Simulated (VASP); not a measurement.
# ZnSi2N2 (P4_2/mmc) in VASP: a series of runs, part 2 of 2

VASP 6.6.1.

### 3 Single point, PBE, collinear spin, ferromagnetic start

This run uses another cell than the first one, of 10.62 Å³/atom.

Contents of INCAR:

```
SYSTEM = ZnSi2N2
PREC = Accurate ; ENCUT = 520
EDIFF = 1E-7 ; ISMEAR = 0
SIGMA = 0.1 ; LREAL = .False.
LASPH = .True. ; NELM = 150
ALGO = Normal ; ISIF = 2
LWAVE = .False. ; LCHARG = .False.
ISPIN = 2 ; MAGMOM = 0 0 0 0 0 0 1 1 1 1
LORBIT = 11 ; GGA = PE
NBANDS = 45
```

Contents of KPOINTS:

```
regular mesh
0
Gamma
  6 6 2
  0 0 0
```

Contents of POSCAR:

```
ZnSi2N2
1.0
    3.7269940300      0.0000000000      0.0000000000
    0.0000000000      3.7269940300      0.0000000000
    0.0000000000      0.0000000000      7.6484206800
Zn Si N
2 4 4
Direct
    0.0000000000      0.0000000000      0.7500000000
    0.0000000000      0.0000000000      0.2500000000
    0.2189660100      0.5000000000      0.0000000000
    0.7810339900      0.5000000000      0.0000000000
    0.5000000000      0.2189660100      0.5000000000
    0.5000000000      0.7810339900      0.5000000000
    0.5000000000      0.1845900000      0.0000000000
    0.5000000000      0.8154100000      0.0000000000
    0.8154100000      0.5000000000      0.5000000000
    0.1845900000      0.5000000000      0.5000000000
```

Potentials or basis: VASP PAW PBE potentials, release 64 (Zn, Si, N).

Started as:

```bash
$ cat potpaw_PBE.64/Zn/POTCAR potpaw_PBE.64/Si/POTCAR potpaw_PBE.64/N/POTCAR > POTCAR
$ mpirun -np 1 vasp_std > vasp.out
```

OUTCAR:

```text
SYSTEM = ZnSi2N2
   PREC = Accurate
   ENCUT = 520
   EDIFF = 1E-7
   ISMEAR = 0
   LREAL = .False.
   LASPH = .True.
   NELM = 150
   ISIF = 2
   ISPIN = 2
   LORBIT = 11
   GGA = PE

 ion  position               nearest neighbor table
   1  0.000  0.000  0.750-   3 2.79   4 2.79   5 2.79   6 2.79   3 2.79   4 2.79   5 2.79   6 2.79

   2  0.000  0.000  0.250-   3 2.79   4 2.79   5 2.79   6 2.79   3 2.79   4 2.79   5 2.79   6 2.79

   3  0.219  0.500  0.000-   7 1.57   8 1.57   4 1.63   4 2.09   2 2.79   1 2.79   1 2.79   2 2.79
[... 7 lines left out ...]
   7  0.500  0.185  0.000-   8 1.38   4 1.57   3 1.57
   8  0.500  0.815  0.000-   7 1.38   4 1.57   3 1.57
   9  0.815  0.500  0.500-  10 1.38   6 1.57   5 1.57
  10  0.185  0.500  0.500-   9 1.38   6 1.57   5 1.57

  LATTYP: Found a simple tetragonal cell.
 ALAT       =     3.7269940300
 C/A-ratio  =     2.0521687501

  Lattice vectors:

 A1 = (   3.7269940300,   0.0000000000,   0.0000000000)
 A2 = (   0.0000000000,   3.7269940300,   0.0000000000)
 A3 = (   0.0000000000,   0.0000000000,   7.6484206800)

Analysis of symmetry for initial positions (statically):
=====================================================================
 Subroutine PRICEL returns:
 Original cell was already a primitive cell.

 Routine SETGRP: Setting up the symmetry group for a
 simple tetragonal supercell.

 Subroutine GETGRP returns: Found 16 space group operations
 (whereof  8 operations were pure point group operations)
 out of a pool of 16 trial point group operations.

The static configuration has the point symmetry D_2h.
 The point group associated with its full space group is D_4h.

Analysis of symmetry for dynamics (positions and initial velocities):
=====================================================================
 Subroutine PRICEL returns:
 Original cell was already a primitive cell.

 Routine SETGRP: Setting up the symmetry group for a
 simple tetragonal supercell.

 Subroutine GETGRP returns: Found 16 space group operations
 (whereof  8 operations were pure point group operations)
 out of a pool of 16 trial point group operations.

The dynamic configuration has the point symmetry D_2h.
 The point group associated with its full space group is D_4h.

Analysis of structural, dynamic, and magnetic symmetry:
=====================================================================
 Subroutine PRICEL returns:
 Original cell was already a primitive cell.

 Routine SETGRP: Setting up the symmetry group for a
 simple tetragonal supercell.

 Subroutine GETGRP returns: Found 16 space group operations
 (whereof  8 operations were pure point group operations)
 out of a pool of 16 trial point group operations.

The overall configuration has the point symmetry D_2h.
 The point group associated with its full space group is D_4h.

 Subroutine INISYM returns: Found 16 space group operations
 (whereof  8 operations are pure point group operations),
 and found     1 'primitive' translations

----------------------------------------------------------------------------------------

                                     Primitive cell

  volume of cell :     106.2403

  direct lattice vectors                    reciprocal lattice vectors
[... 116 lines left out ...]
   IMIX   =      4    mixing-type and parameters
     AMIX     =   0.40;   BMIX     =  1.00
     AMIX_MAG =   1.60;   BMIX_MAG =  1.00
  volume/ion in A,a.u.               =      10.62        71.69
  Fermi-wavevector in a.u.,A,eV,Ry     =   1.353201  2.557178 24.914335  1.831152
  Thomas-Fermi vector in A             =   2.480476
   LORBIT       =     11    0 simple, 1 ext, 2 COOP (PROOUT), +10 PAW based schemes
   GGA     = PE    functional components
   LHFCALC =     F    Hartree Fock is set to
   AEXX    =    0.0000 exact exchange contribution
   IVDW    =     0    specifies the selected vdW correction
   LEPSILON=     F    determine dielectric tensor
   LRPA    =     F    only Hartree local field effects (RPA)
 spin polarized calculation
 Gauss-broadening in eV      SIGMA  =   0.10
  energy-cutoff  :      520.00
  volume of cell :      106.24
 maximum number of plane-waves:      2880
 NGX is ok and might be reduce to    28
   NGX = 13   NGY = 13   NGZ = 29

 number of electron      60.0000038 magnetization       0.0002930

 number of electron      60.0000038 magnetization      -0.0000137

 Free energy of the ion-electron system (eV)
  ---------------------------------------------------
  ext. energy  EPLUGINS =         0.00000000
  ---------------------------------------------------
  free energy    TOTEN  =       -33.46132846 eV

  energy without entropy =      -33.45751285  energy(sigma->0) =      -33.45942066

 E-fermi :   8.8870     XC(G=0): -11.4651

 val. band max:        8.8071279737   @ k =   0.3333   0.1667   0.5000
 cond. band min:       9.0538983321   @ k =   0.5000   0.3333   0.0000
 fundamental gap:      0.2467703583
 Fermi energy:         8.8869698250

 spin component 1

 k-point     1 :       0.0000    0.0000    0.0000
  band No.  band energies     occupation
      1     -14.7464      1.00000
      2     -14.6553      1.00000
      3      -7.4668      1.00000
      4      -7.4668      1.00000
      5      -6.5082      1.00000
      6      -6.4887      1.00000
[... 889 lines left out ...]
     41      15.8577      0.00000
     42      15.8577      0.00000
 Fermi energy:         8.8869698250

 spin component 2

 k-point     1 :       0.0000    0.0000    0.0000
  band No.  band energies     occupation
      1     -14.7464      1.00000
      2     -14.6553      1.00000
      3      -7.4668      1.00000
      4      -7.4668      1.00000
      5      -6.5082      1.00000
      6      -6.4887      1.00000
[... 889 lines left out ...]
     41      15.8577      0.00000
     42      15.8577      0.00000
 [bands above 42 left out]

------------------------ aborting loop because EDIFF is reached ----------------------------------------

  FORCE on cell =-STRESS in cart. coord.  units (eV):
  Direction    XX          YY          ZZ          XY          YZ          ZX
  --------------------------------------------------------------------------------------
  -------------------------------------------------------------------------------------
  Total       93.7736295     93.7736295      8.5669615      0.0000000      0.0000000      0.0000000
  in kB     1414.1717162   1414.1717162    129.1957528      0.0000000      0.0000000      0.0000000
  external PRESSURE =     985.8463951 kB  Pullay stress =       0.0000000 kB

 VOLUME and BASIS-vectors are now :
 -----------------------------------------------------------------------------
  energy-cutoff  :      520.00
  volume of cell :      106.24
      direct lattice vectors                 reciprocal lattice vectors
     3.726994030  0.000000000  0.000000000     0.268312745  0.000000000  0.000000000
     0.000000000  3.726994030  0.000000000     0.000000000  0.268312745  0.000000000
     0.000000000  0.000000000  7.648420680     0.000000000  0.000000000  0.130745946

 POSITION                                       TOTAL-FORCE (eV/Angst)
 -----------------------------------------------------------------------------------
      0.00000      0.00000      5.73632         0.000000     -0.000000     -0.000000
      0.00000      0.00000      1.91211         0.000000     -0.000000      0.000000
      0.81609      1.86350      0.00000        11.498312     -0.000000      0.000000
      2.91091      1.86350      0.00000       -11.498312     -0.000000     -0.000000
      1.86350      0.81609      3.82421         0.000000     11.498312      0.000000
      1.86350      2.91091      3.82421         0.000000    -11.498312     -0.000000
      1.86350      0.68797      0.00000        -0.000000     -7.067817      0.000000
      1.86350      3.03903      0.00000         0.000000      7.067817     -0.000000
      3.03903      1.86350      3.82421         7.067817     -0.000000      0.000000
      0.68797      1.86350      3.82421        -7.067817     -0.000000      0.000000
 -----------------------------------------------------------------------------------
    total drift:                               -0.000000     -0.000000     -0.000000

  FREE ENERGIE OF THE ION-ELECTRON SYSTEM (eV)
  ---------------------------------------------------
  free  energy   TOTEN  =       -33.4613284616 eV

  energy  without entropy=      -33.4575128537  energy(sigma->0) =      -33.45942066

 total charge

# of ion       s       p       d       tot
------------------------------------------
    1        0.717   0.294   9.758  10.769
    2        0.717   0.294   9.758  10.769
    3        0.841   1.387   0.000   2.228
    4        0.841   1.387   0.000   2.228
    5        0.841   1.387   0.000   2.228
    6        0.841   1.387   0.000   2.228
    7        1.229   2.852   0.000   4.081
    8        1.229   2.852   0.000   4.081
    9        1.229   2.852   0.000   4.081
   10        1.229   2.852   0.000   4.081
--------------------------------------------------
tot          9.712  17.546  19.517  46.774

 magnetization (x)

# of ion       s       p       d       tot
------------------------------------------
    1        0.000  -0.000  -0.000  -0.000
    2        0.000  -0.000  -0.000  -0.000
    3       -0.000   0.000   0.000  -0.000
    4       -0.000   0.000   0.000  -0.000
    5       -0.000   0.000   0.000  -0.000
    6       -0.000   0.000   0.000  -0.000
    7        0.000   0.000   0.000   0.000
    8        0.000   0.000   0.000   0.000
    9        0.000   0.000   0.000   0.000
   10        0.000   0.000   0.000   0.000
--------------------------------------------------
tot         -0.000   0.000  -0.000  -0.000
```

Wall time 3.2 min (1 thread of Intel Xeon Platinum 8259CL at 2.50GHz (Skylake/Cascade Lake), shared host); peak memory 0.32 GiB.

What came out:

* Free energy: -33.4613 eV
* Pressure: 98.6 GPa
* Largest force: 11.498 eV/Å
* Band gap on the k mesh: zero (filled and empty bands overlap)
* Net moment: 0.00 μB per cell
* Valence electrons inside the program's atomic spheres: Zn 10.77; Si 2.23; N 4.08

Forces on the atoms (eV/Å):
```
Zn    0.000   0.000   0.000
Zn    0.000   0.000   0.000
Si   11.498   0.000   0.000
Si  -11.498   0.000   0.000
Si    0.000  11.498   0.000
Si    0.000 -11.498   0.000
N     0.000  -7.068   0.000
N     0.000   7.068   0.000
N     7.068   0.000   0.000
N    -7.068   0.000   0.000
```

Levels at points of the mesh, in eV from the Fermi level:
Spin up:
| k point | band 28 | band 29 | band 30 | band 31 | band 32 | band 33 |
| --- | --- | --- | --- | --- | --- | --- |
| (0.00, 0.00, 0.00) | -2.54 | -1.62 | -0.17 | -0.17 | 2.37 | 2.50 |
| (0.50, 0.00, 0.00) | -2.77 | -0.73 | -0.56 | 0.56 | 0.62 | 1.56 |
| (0.50, 0.50, 0.00) | -3.22 | -3.08 | -1.89 | 0.24 | 0.68 | 0.88 |
| (0.00, 0.00, 0.50) | -3.15 | -0.34 | -0.34 | 0.70 | 0.70 | 2.91 |
| (0.50, 0.00, 0.50) | -2.77 | -1.08 | -0.91 | 0.37 | 1.09 | 2.46 |
| (0.50, 0.50, 0.50) | -3.20 | -2.43 | -2.43 | 0.80 | 0.80 | 0.84 |
Spin down:
```tsv
k point	band 28	band 29	band 30	band 31	band 32	band 33
(0.00, 0.00, 0.00)	-2.54	-1.62	-0.17	-0.17	2.37	2.50
(0.50, 0.00, 0.00)	-2.77	-0.73	-0.56	0.56	0.62	1.56
(0.50, 0.50, 0.00)	-3.22	-3.08	-1.89	0.24	0.68	0.88
(0.00, 0.00, 0.50)	-3.15	-0.34	-0.34	0.70	0.70	2.91
(0.50, 0.00, 0.50)	-2.77	-1.08	-0.91	0.37	1.09	2.46
(0.50, 0.50, 0.50)	-3.20	-2.43	-2.43	0.80	0.80	0.84
```

Caveat: the k points lie up to 0.41 Å⁻¹ apart, too coarse for converged energies and pressures of a metal; forces of over 1 eV/Å act on the atoms, so gaps and moduli don't describe the material at rest.

The gap in the log of VASP goes by the Fermi energy; the results here count the filled bands.